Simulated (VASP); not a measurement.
Input of a VASP 6.6.1 run:

Contents of POSCAR:

```
Pt
1.0
   -1.5568832667      1.5568832667      1.5568832667
    1.5568832667     -1.5568832667      1.5568832667
    1.5568832667      1.5568832667     -1.5568832667
Pt
1
Direct
    0.0000000000      0.0000000000      0.0000000000
```

INCAR.step1

```
PREC = Accurate ; ENCUT = 600
ISMEAR = -1 ; SIGMA = 0.1
LREAL = False ; LASPH = True
NELM = 80 ; GGA = PE
ALGO = Normal ; EDIFF = 1E-4
LWAVE = True ; LCHARG = False
```

INCAR.step2

```
PREC = Accurate ; ENCUT = 600
EDIFF = 1E-6 ; ISMEAR = -1
SIGMA = 0.1 ; LREAL = False
LASPH = True ; NELM = 80
ALGO = Normal ; ISIF = 3
LWAVE = False ; LCHARG = False
METAGGA = R2SCAN ; LMIXTAU = True
IBRION = 2 ; NSW = 80
EDIFFG = -0.01 ; ISTART = 1
```

File KPOINTS:

```
Automatic mesh
0
Gamma
  14 14 14
```

Potentials or basis: VASP PAW PBE potentials, release 64 (Pt).

Run with:

```sh
$ cat potpaw_PBE.64/Pt/POTCAR > POTCAR
$ cp INCAR.step1 INCAR
$ mpirun -np 1 vasp_std > vasp.out
$ cp INCAR.step2 INCAR
$ mpirun -np 1 vasp_std > vasp.out
```

(1) Estimate the space group after relaxing (to 0.05 Å).

(2) What does it give for the band gap on the k mesh?

(3) Predict the relaxed cell.

Answers

(1) Im-3m (No. 229).

(2) zero (band 5 reaches 11.37 eV, above the bottom of band 6 at 8.96 eV).

(3) a = 2.723 Å, b = 2.723 Å, c = 2.723 Å, α = 109.47°, β = 109.47°, γ = 109.47°.

Caveat: spin-orbit coupling is left out, which moves the levels of the heavy elements.
